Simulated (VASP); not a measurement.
Write the native input for VASP 6.6.1 that does the following.

* Task: single point
* Functional: LDA
* Potentials or basis: VASP PAW LDA potentials, release 64 (Ni_sv_GW, O)
* Cutoff: 700 eV
* k mesh: 12 × 12 × 6
* Occupations: gaussian, width 0.05 eV
* Spin: no spin polarisation
* Dipole correction: no
* Further INCAR settings: ALGO = Normal; EDIFF = 1e-06; NBANDS = 22

The structure of NiO2 lies in POSCAR:

```
NiO2
1.0
    2.8475295614      0.0000000000      0.0000000000
   -1.4237647807      2.4660329382      0.0000000000
    0.0000000000      0.0000000000      3.9594898551
Ni O
1 2
Direct
    0.0000000000      0.0000000000      0.5000000000
    0.6666666667      0.3333333333      0.7305104846
    0.3333333333      0.6666666667      0.2694895154
```

This cell differs from its parent crystal: atoms shifted along a free coordinate, c/a of the conventional cell at fixed volume 1.3905.

The input as run:

INCAR

```
SYSTEM = NiO2
ALGO     = Normal         ! electronic algorithm
EDIFF    = 1E-6           ! SCF threshold, eV
ENCUT    = 700            ! plane-wave cutoff, eV
GGA_COMPAT= .False.      
ISIF     = 2              ! what is computed and relaxed
ISMEAR   = 0              ! smearing method
LASPH    = .True.         ! aspherical terms in the spheres
LCHARG   = .False.        ! write CHGCAR
LREAL    = .False.        ! projectors in reciprocal space
LWAVE    = .False.        ! write WAVECAR
NBANDS   = 22             ! bands
NELM     = 120            ! most SCF steps
PREC     = Accurate       ! precision mode
SIGMA    = 0.05           ! smearing width, eV
```

KPOINTS

```
k-points
0
Gamma
  12 12 6
  0 0 0
```

Potentials or basis: VASP PAW LDA potentials, release 64 (Ni_sv_GW, O).

Run with:

```sh
$ cat potpaw_LDA.64/Ni_sv_GW/POTCAR potpaw_LDA.64/O/POTCAR > POTCAR
$ mpirun -np 1 vasp_std > vasp.out
```

Results of the run:

```json
{"Pressure": "-11.9 GPa", "Largest force": "0.535 eV/Å", "Band gap on the k mesh": "0.50 eV (least direct gap 0.85 eV)"}
```

Caveat: the stress differs along the axes, from -15 to -5 GPa; the run has no spin polarisation, though such a crystal can be magnetic.

Wall time 81 s on 1 thread of AMD EPYC 9R45 96-Core Processor (Zen 5), with other jobs on the host, peak memory 0.21 GiB.
